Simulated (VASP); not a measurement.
H4C2O, 28 atoms in the cell. The cell holds an amorphous packing of atoms, 28 atoms: a = 8.569 Å, b = 8.569 Å, c = 8.569 Å, α = 90.00°, β = 90.00°, γ = 90.00°. 

| Item | Value |
| --- | --- |
| Program | VASP 6.6.1 |
| Task | single point |
| Functional | PBE |
| Dispersion | D3(BJ) |
| Potentials or basis | VASP PAW PBE potentials, release 64 (O_h, C_h, H_h) |
| Cutoff | 910 eV |
| k mesh | 1 × 1 × 1 |
| Occupations | fermi-dirac, width 0.02 eV |
| Spin | no spin polarisation |
| Dipole correction | no |
| Second run | hard_potentials |
| Further INCAR settings | LREAL = Auto; ALGO = Normal; EDIFF = 1e-06; NBANDS = 56 |

Potentials or basis: VASP PAW PBE potentials, release 64 (O_h, C_h, H_h).

Command:

```bash
$ cat potpaw_PBE.64/O_h/POTCAR potpaw_PBE.64/C_h/POTCAR potpaw_PBE.64/H_h/POTCAR > POTCAR
$ mpirun -np 1 vasp_gam > vasp.out
```

Hardware: 1 thread of Intel(R) Xeon(R) 6975P-C (Granite Rapids), on a shared host.

Q: Estimate the wall time of this run.

A: It took 120 s on 1 thread of Intel(R) Xeon(R) 6975P-C (Granite Rapids) (shared host), peak memory 1 GiB. Counts: scf iterations 18, k points 1.
